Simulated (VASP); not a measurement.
TiSi2:

```
Ti Si
1.0
     0.00000    4.11752    4.26290
     2.38951    0.00000    4.26290
     2.38951    4.11752    0.00000
Ti Si
2 4
Cartesian
  3.5843 6.1763 6.3943
  2.3895 4.1175 4.2629
  1.1948 3.3975 2.1314
  1.1948 0.7200 2.1314
  2.3895 1.3387 4.2629
  2.3895 6.8963 4.2629
```

Program: VASP 6.6.1. Alike in all runs: task single point; potentials or basis VASP PAW PBE potentials, release 64 (Ti_sv, Si); no spin polarisation; cell as given; k mesh 7 × 7 × 7; cutoff (eV) 520.

Question: Order these runs on this cell by their pressure, lowest first.
A. level BLYP; smearing fermi-dirac 0.05 eV
B. level PBE; smearing gaussian 0.015 eV
C. level PBEsol; smearing fermi-dirac 0.05 eV
D. level revPBE; smearing fermi-dirac 0.05 eV
E. level PBE+U; U Ti d U = 8.0 eV; smearing fermi-dirac 0.05 eV

Answer: C (-1.8 GPa), B (2.0 GPa), D (3.8 GPa), A (9.3 GPa), E (12.2 GPa).

Caveats: the PAW data sets were made with another functional, which shifts forces and pressure a little (some runs); U without spin polarisation on a metal has little footing (some runs); the U is typed as a test and isn't derived for this compound (some runs).
